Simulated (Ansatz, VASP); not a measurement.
**One calculation of PtS2, two programs**

```
Pt S
1.0
     3.55262    0.00000    0.00000
    -1.77631    3.07666    0.00000
     0.00000    0.00000    5.12283
Pt S
1 2
Direct
  0.00000 0.00000 0.00000
  0.33333 0.66667 0.23925
  0.66667 0.33333 0.76075
```

Alike in both runs: task single point; functional HSE06; k mesh 6 × 6 × 2; no spin polarisation.

|  | VASP | Ansatz |
| --- | --- | --- |
| version | VASP 6.6.1 | Ansatz 0.2.0 |
| potentials or method | VASP PAW PBE potentials, release 64 (Pt, S) | plane waves, PAW |
| plane-wave cutoff (eV) | 520 | 420 |
| occupations | gaussian, width 0.01 eV | fixed |
| valence electrons in the cell | 22 | 30 |

Ansatz gave:

| Item | Value |
| --- | --- |
| gap on the k mesh at the Fermi level (eV) | 1.45 |
| pressure (GPa) | -0.9 |
| traceless stress, the component that is largest in VASP (GPa) | 0.89 |
| rms of the force components (eV/Å) | 0.174 |

Q: Estimate VASP's values.

A: gap on the k mesh at the Fermi level (eV): 1.42; pressure (GPa): -1.4; traceless stress, the component that is largest in VASP (GPa): 0.90; rms of the force components (eV/Å): 0.188.

Atom by atom the forces differ by 0.014 eV/Å (rms over components). VASP's potentials hold 22 valence electrons a cell and Ansatz's 30, so a difference there can come from the potentials and not from the codes. Ansatz's warnings: stress exchange threshold loose, stress scf threshold loose.

The k mesh is coarse, so the values compare programs but aren't converged. Neither program's run includes spin-orbit coupling.
